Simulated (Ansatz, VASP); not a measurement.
## One calculation of NaI, two programs

```xyz
2
Lattice="0.0000 3.2999 3.2999 3.2999 0.0000 3.2999 3.2999 3.2999 0.0000" Properties=species:S:1:pos:R:3 pbc="T T T"
Na    0.0000    0.0000    0.0000
I     3.2999    3.2999    3.2999
```

Change from the starting cell: volume scaled by 1.06, PAW files.

Alike in both runs: task electric field gradients; functional PBE; k mesh 8 × 8 × 8; occupations fermi-dirac, width 0.02 eV; no spin polarisation.

|  | VASP | Ansatz |
| --- | --- | --- |
| version | VASP 6.6.1 | Ansatz 0.2.0 |
| potentials or method | VASP PAW PBE potentials, release 64 (Na_pv, I) | PAW with Ansatz's default frozen-core files, scalar-relativistic |
| plane-wave cutoff (eV) | 520 | 420 |
| valence electrons in the cell | 14 | 26 |

VASP gave:

| Item | Value |
| --- | --- |
| gap on the k mesh at the Fermi level (eV) | 3.49 |
| pressure (GPa) | -0.4 |

Problem. Which values does Ansatz return?

Solution. gap on the k mesh at the Fermi level (eV): 3.50; pressure (GPa): -0.5.

VASP's potentials hold 14 valence electrons a cell and Ansatz's 26, so a difference there can come from the potentials and not from the codes.

Neither program's run includes spin-orbit coupling.
